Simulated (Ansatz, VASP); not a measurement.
## Mo in VASP and in Ansatz

File INCAR:

```
PREC = Accurate ; ENCUT = 520
EDIFF = 1E-7 ; ISMEAR = -1
SIGMA = 0.08 ; LREAL = F
LASPH = T ; NELM = 60
ALGO = Normal ; ISIF = 2
LWAVE = F ; LCHARG = F
GGA = PE ; NBANDS = 13
```

KPOINTS

```
regular mesh
0
Gamma
  18 18 16
```

POSCAR

```
Mo
1.0
    2.5164775534      0.0000000000      0.0000000000
   -1.2582387767      2.1793334893      0.0000000000
    0.0000000000      0.0000000000      2.2972287724
Mo
1
Direct
    0.0000000000      0.0000000000      0.0000000000
```

Input for Ansatz:

```yaml
crystal:
  lattice:
    - [2.5164775534, 0.0, 0.0]
    - [-1.2582387767, 2.1793334893, 0.0]
    - [0.0, 0.0, 2.2972287724]
  atoms:
    - { symbol: Mo, position: [0.0, 0.0, 0.0] }
kpoints:
  mp_grid: { grid: [18, 18, 16] }
scf:
  occupations: { method: fermi_dirac, width: 0.08 }
hamiltonian:
  xc: pbe
  pseudopotentials: { kind: paw }
output:
  forces: true
  stress: true
  eigenvalues: true
  populations: true
  write_density: true
  write_potential: true
  elf: true
  volumetric_format: npy
```

Change from the starting cell: volume scaled by 0.75, PAW files.

Alike in both runs: task single point; functional PBE; k mesh 18 × 18 × 16; occupations fermi-dirac, width 0.08 eV; no spin polarisation.

|  | VASP | Ansatz |
| --- | --- | --- |
| version | VASP 6.6.1 | Ansatz 0.2.0 |
| potentials or method | VASP PAW PBE potentials, release 64 (Mo_sv) | PAW with Ansatz's default frozen-core files, scalar-relativistic |
| plane-wave cutoff (eV) | 520 | 420 |
| valence electrons in the cell | 14 | 14 |

|  | VASP | Ansatz | Ansatz less VASP |
| --- | --- | --- | --- |
| pressure (GPa) | 109.3 | 107.1 | -2.14 |
| traceless stress, the component that is largest in VASP (GPa) | 1.06 | 0.00 | -1.060 |

Both programs put the cell under a high pressure, so it lies far from rest at this level.

Noted on VASP's run: the cell as given lies far from equilibrium.
